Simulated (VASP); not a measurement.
# Al (Fm-3m) in VASP: further runs

The runs below take Al through single point, with PBE.

All numbers are computed with VASP 6.6.1; they aren't measurements. Logs are shortened: lines on timing, memory, paths and dates and some standing lists are left out, and cuts for length are marked.

## 1. The cell of the first run

The structure is cubic, space group Fm-3m (No. 225). Conventional cell: a = 4.040 Å, b = 4.040 Å, c = 4.040 Å, α = 90.00°, β = 90.00°, γ = 90.00°. Al (site symmetry m-3m) has 12 Al at 2.86 Å within 3.8 Å.

## 2. Single point, PBE

Input file INCAR:

```
SYSTEM = Al
PREC = Accurate ; ENCUT = 520
EDIFF = 1E-6 ; ISMEAR = -1
SIGMA = 0.1 ; LREAL = .FALSE.
LASPH = .TRUE. ; NELM = 100
ALGO = Normal ; ISIF = 2
LWAVE = .FALSE. ; LCHARG = .FALSE.
GGA = PE ; NBANDS = 8
```

Input file KPOINTS:

```
Automatic mesh
0
G
  13 13 13
  0 0 0
```

Input file POSCAR:

```
Al
1.0
    0.0000000000      2.0199630948      2.0199630948
    2.0199630948      0.0000000000      2.0199630948
    2.0199630948      2.0199630948      0.0000000000
Al
1
Direct
    0.0000000000      0.0000000000      0.0000000000
```

Potentials or basis: VASP PAW PBE potentials, release 64 (Al).

Command:

```bash
cat potpaw_PBE.64/Al/POTCAR > POTCAR
mpirun -np 1 vasp_std > vasp.out
```

OUTCAR:

```text
SYSTEM = Al
   PREC = Accurate
   ENCUT = 520
   EDIFF = 1E-6
   ISMEAR = -1
   LREAL = .FALSE.
   LASPH = .TRUE.
   NELM = 100
   ISIF = 2
   GGA = PE

 ion  position               nearest neighbor table
   1  0.000  0.000  0.000-

  LATTYP: Found a face centered cubic cell.
 ALAT       =     4.0399261896

  Lattice vectors:

 A1 = (   0.0000000000,   2.0199630948,   2.0199630948)
 A2 = (   2.0199630948,   0.0000000000,   2.0199630948)
 A3 = (   2.0199630948,   2.0199630948,   0.0000000000)

Analysis of symmetry for initial positions (statically):
=====================================================================
 Subroutine PRICEL returns:
 Original cell was already a primitive cell.

 Routine SETGRP: Setting up the symmetry group for a
 face centered cubic supercell.

 Subroutine GETGRP returns: Found 48 space group operations
 (whereof 48 operations were pure point group operations)
 out of a pool of 48 trial point group operations.

The static configuration has the point symmetry O_h .

Analysis of symmetry for dynamics (positions and initial velocities):
=====================================================================
 Subroutine PRICEL returns:
 Original cell was already a primitive cell.

 Routine SETGRP: Setting up the symmetry group for a
 face centered cubic supercell.

 Subroutine GETGRP returns: Found 48 space group operations
 (whereof 48 operations were pure point group operations)
 out of a pool of 48 trial point group operations.

The dynamic configuration has the point symmetry O_h .

 Subroutine INISYM returns: Found 48 space group operations
 (whereof 48 operations are pure point group operations),
 and found     1 'primitive' translations

----------------------------------------------------------------------------------------

                                     Primitive cell

  volume of cell :      16.4839

  direct lattice vectors                    reciprocal lattice vectors
     0.000000000  2.019963095  2.019963095    -0.247529275  0.247529275  0.247529275
     2.019963095  0.000000000  2.019963095     0.247529275 -0.247529275  0.247529275
     2.019963095  2.019963095  0.000000000     0.247529275  0.247529275 -0.247529275

  length of vectors
     2.856659204  2.856659204  2.856659204     0.428733280  0.428733280  0.428733280

  position of ions in fractional coordinates (direct lattice)
     0.000000000  0.000000000  0.000000000

  ion indices of the primitive-cell ions
[... 70 lines left out ...]
   LSORBIT =      F    spin-orbit coupling
   LASPH  =      T    aspherical Exc in radial PAW
   ENCUT  =  520.0 eV  38.22 Ry    6.18 a.u.   5.31  5.31  5.31*2*pi/ulx,y,z
   NELM   =    100;   NELMIN=  2; NELMDL= -5     # of ELM steps
   EDIFF  = 0.1E-05   stopping-criterion for ELM
   LREAL  =      F    real-space projection
   EDIFFG = 0.1E-04   stopping-criterion for IOM
   NSW    =      0    number of steps for IOM
   IBRION =     -1    ionic relax: 0-MD 1-quasi-New 2-CG
   NFREE  =      0    steps in history (QN), initial steepest desc. (CG)
   ISIF   =      2    stress and relaxation
   ISYM   =      2    0-nonsym 1-usesym 2-fastsym
   POTIM  = 0.5000    time-step for ionic-motion
   TEBEG  =    0.0;   TEEND  =   0.0 temperature during run
   PSTRESS=    0.0 pullay stress
   NELECT =       3.0000    total number of electrons
   NUPDOWN=      -1.0000    fix difference up-down
   EMIN   =  10.00;   EMAX   =-10.00  energy-range for DOS
   EFERMI =   0.00;   METHOD = LEGACY
   ISMEAR =    -1;   SIGMA  =   0.10  broadening in eV -4-tet -1-fermi 0-gaus
   EFERMI_NEDOS =   21; number of points for ismear=-14 and -15
   IALGO  =     38    algorithm
   IMIX   =      4    mixing-type and parameters
     AMIX     =   0.40;   BMIX     =  1.00
     AMIX_MAG =   1.60;   BMIX_MAG =  1.00
  volume/ion in A,a.u.               =      16.48       111.24
  Fermi-wavevector in a.u.,A,eV,Ry     =   0.927745  1.753183 11.710674  0.860710
  Thomas-Fermi vector in A             =   2.053847
   LORBIT       =      0    0 simple, 1 ext, 2 COOP (PROOUT), +10 PAW based schemes
   GGA     = PE    functional components
   LHFCALC =     F    Hartree Fock is set to
   AEXX    =    0.0000 exact exchange contribution
   IVDW    =     0    specifies the selected vdW correction
   LEPSILON=     F    determine dielectric tensor
   LRPA    =     F    only Hartree local field effects (RPA)
 non-spin polarized calculation
  energy-cutoff  :      520.00
  volume of cell :       16.48
 maximum number of plane-waves:       459
 NGX is ok and might be reduce to    24
   NGX = 11   NGY = 11   NGZ = 11

 number of electron       3.0000000 magnetization

 Free energy of the ion-electron system (eV)
  ---------------------------------------------------
  ext. energy  EPLUGINS =         0.00000000
  ---------------------------------------------------
  free energy    TOTEN  =        -3.74945886 eV

  energy without entropy =       -3.73513282  energy(sigma->0) =       -3.74229584

 E-fermi :   7.9487     XC(G=0): -10.2001

 val. band max:        7.9400548245   @ k =  -0.2308   0.3846   0.1538
 cond. band min:       8.0161544013   @ k =   0.4615   0.2308   0.0000
 fundamental gap:      0.0760995767
 Fermi energy:         7.9486946902

 k-point     1 :       0.0000    0.0000    0.0000
  band No.  band energies     occupation
      1      -3.1308      2.00000
      2      20.6350      0.00000
      3      20.6350      0.00000
      4      20.6350      0.00000
      5      22.1341      0.00000
      6      22.1341      0.00000
      7      22.1341      0.00000
      8      24.4836      0.00000
[... 243 lines left out ...]
 k-point    24 :       0.4615    0.1538    0.0000
  band No.  band energies     occupation
      1       1.9295      2.00000
      2       6.5812      2.00000
      3      15.0952      0.00000
      4      16.2273      0.00000
      5      17.9890      0.00000
      6      24.0176      0.00000
      7      26.0341      0.00000
      8      27.8931      0.00000

 [... further k-points ...]
[... 5 lines left out ...]
  --------------------------------------------------------------------------------------
  -------------------------------------------------------------------------------------
  Total       -0.0047885     -0.0047885     -0.0047885      0.0000000     -0.0000000      0.0000000
  in kB       -0.4654261     -0.4654261     -0.4654261      0.0000000     -0.0000000      0.0000000
  external PRESSURE =      -0.4654261 kB  Pullay stress =       0.0000000 kB

 VOLUME and BASIS-vectors are now :
 -----------------------------------------------------------------------------
  energy-cutoff  :      520.00
  volume of cell :       16.48
      direct lattice vectors                 reciprocal lattice vectors
     0.000000000  2.019963095  2.019963095    -0.247529275  0.247529275  0.247529275
     2.019963095  0.000000000  2.019963095     0.247529275 -0.247529275  0.247529275
     2.019963095  2.019963095  0.000000000     0.247529275  0.247529275 -0.247529275

 POSITION                                       TOTAL-FORCE (eV/Angst)
 -----------------------------------------------------------------------------------
      0.00000      0.00000      0.00000        -0.000000      0.000000     -0.000000
 -----------------------------------------------------------------------------------
    total drift:                               -0.000000      0.000000      0.000000

  FREE ENERGIE OF THE ION-ELECTRON SYSTEM (eV)
  ---------------------------------------------------
  free  energy   TOTEN  =        -3.7494588571 eV

  energy  without entropy=       -3.7351328211  energy(sigma->0) =       -3.74229584
```

OSZICAR:

```text
N       E                     dE             d eps       ncg     rms          rms(c)
DAV:   1    -0.237608492661E+01   -0.23761E+01   -0.88357E+02  1344   0.205E+02
DAV:   2    -0.376502146725E+01   -0.13889E+01   -0.12852E+01  1904   0.183E+01
DAV:   3    -0.377200361231E+01   -0.69821E-02   -0.69765E-02  1760   0.144E+00
DAV:   4    -0.377201810295E+01   -0.14491E-04   -0.14489E-04  2096   0.593E-02
DAV:   5    -0.377201812715E+01   -0.24206E-07   -0.24926E-07  1760   0.123E-03    0.131E+00
DAV:   6    -0.375899408730E+01    0.13024E-01   -0.16515E-03  1872   0.194E-01    0.761E-01
DAV:   7    -0.374946541740E+01    0.95287E-02   -0.49660E-03  1704   0.315E-01    0.147E-01
DAV:   8    -0.374946078952E+01    0.46279E-05   -0.13743E-05  2016   0.265E-02    0.824E-03
DAV:   9    -0.374945921437E+01    0.15751E-05   -0.82725E-07  1848   0.398E-03    0.700E-04
DAV:  10    -0.374945885706E+01    0.35731E-06   -0.35508E-09  1184   0.425E-04
   1 F= -.37494589E+01 E0= -.37422958E+01  d E =-.143260E-01
```

stdout:

```text
POSCAR found type information on POSCAR Al
 POSCAR found :  1 types and       1 ions
 scaLAPACK will be used
 LDA part: xc-table for (Slater+PW92), standard interpolation
 POSCAR, INCAR and KPOINTS ok, starting setup
 FFT: planning ... GRIDC
 FFT: planning ... GRID_SOFT
 FFT: planning ... GRID
 WAVECAR not read
 entering main loop
```

It took 6.4 s on 1 thread of Intel Xeon Platinum 8488C (Sapphire Rapids), shared host; peak memory 0.13 GiB.

Results:

* Free energy: -3.7495 eV
* Pressure: 0.0 GPa

(Part 1 of 2 ends here.)
